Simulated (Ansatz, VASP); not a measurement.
**TaH4: VASP beside Ansatz**

Contents of INCAR:

```
ALGO = Normal
EDIFF = 1E-6
ENCUT = 520
GGA = PE
ISIF = 2
ISMEAR = 0
LASPH = True
LCHARG = True
LELF = True
LREAL = False
LVHAR = True
LWAVE = False
NBANDS = 26
NELM = 80
PREC = Accurate
SIGMA = 0.2
```

KPOINTS

```
k-points
0
Gamma
  8 8 2
```

The input POSCAR:

```
TaH4
1.0
    2.4400494290     -1.4531888363     -0.0068950096
    2.4400494290      1.4531888363     -0.0068950096
    1.6665036484      0.0000000000     18.5453906536
Ta H
2 8
Direct
    1.0000000000      1.0000000000      0.5000000000
    0.5000000000      0.5000000000      0.0000000000
    0.6864849643      0.6864849643      0.2628331836
    0.1864849643      0.1864849643      0.7628331836
    0.3568402256      0.3568402256      0.4383377450
    0.8568402256      0.8568402256      0.9383377450
    0.1431597744      0.1431597744      0.0616622549
    0.6431597744      0.6431597744      0.5616622550
    0.8135150357      0.8135150357      0.2371668164
    0.3135150357      0.3135150357      0.7371668164
```

Input for Ansatz:

```yaml
crystal:
  lattice:
    - [2.440049429, -1.4531888363, -0.0068950096]
    - [2.440049429, 1.4531888363, -0.0068950096]
    - [1.6665036484, 0.0, 18.5453906536]
  atoms:
    - { symbol: Ta, position: [1.0, 1.0, 0.5] }
    - { symbol: Ta, position: [0.5, 0.5, 0.0] }
    - { symbol: H, position: [0.6864849643, 0.6864849643, 0.2628331836] }
    - { symbol: H, position: [0.1864849643, 0.1864849643, 0.7628331836] }
    - { symbol: H, position: [0.3568402256, 0.3568402256, 0.438337745] }
    - { symbol: H, position: [0.8568402256, 0.8568402256, 0.938337745] }
    - { symbol: H, position: [0.1431597744, 0.1431597744, 0.0616622549] }
    - { symbol: H, position: [0.6431597744, 0.6431597744, 0.561662255] }
    - { symbol: H, position: [0.8135150357, 0.8135150357, 0.2371668164] }
    - { symbol: H, position: [0.3135150357, 0.3135150357, 0.7371668164] }
basis:
  ecutwfc: 420
kpoints:
  mp_grid: { grid: [8, 8, 2] }
hamiltonian:
  xc: pbe
scf:
  occupations: { method: gaussian, width: 0.2 }
  lower_state_search: "off"
output:
  forces: true
  stress: true
  eigenvalues: true
```

Alike in both runs: task single point; functional PBE; k mesh 8 × 8 × 2; occupations gaussian, width 0.2 eV; no spin polarisation.

|  | VASP | Ansatz |
| --- | --- | --- |
| version | VASP 6.6.1 | Ansatz 0.2.0 |
| potentials or method | VASP PAW PBE potentials, release 64 (Ta_pv, H), cutoff 520 eV | scalar-relativistic, plane waves, PAW |
| valence electrons in the cell | 30 | 34 |

```tsv
	VASP	Ansatz	Ansatz less VASP
gap on the k mesh at the Fermi level (eV)	none	none	-
pressure (GPa)	0.1	0.1	+0.07
traceless stress, the component that is largest in VASP (GPa)	0.47	0.48	+0.008
rms of the force components (eV/Å)	0.008	0.010	+0.0027
```

Atom by atom the forces differ by 0.006 eV/Å (rms over components). A gap of «none» marks a metal or a gap that the smearing closes. VASP's potentials hold 30 valence electrons a cell and Ansatz's 34, so a difference there can come from the potentials and not from the codes.

Spin-orbit coupling is off throughout.
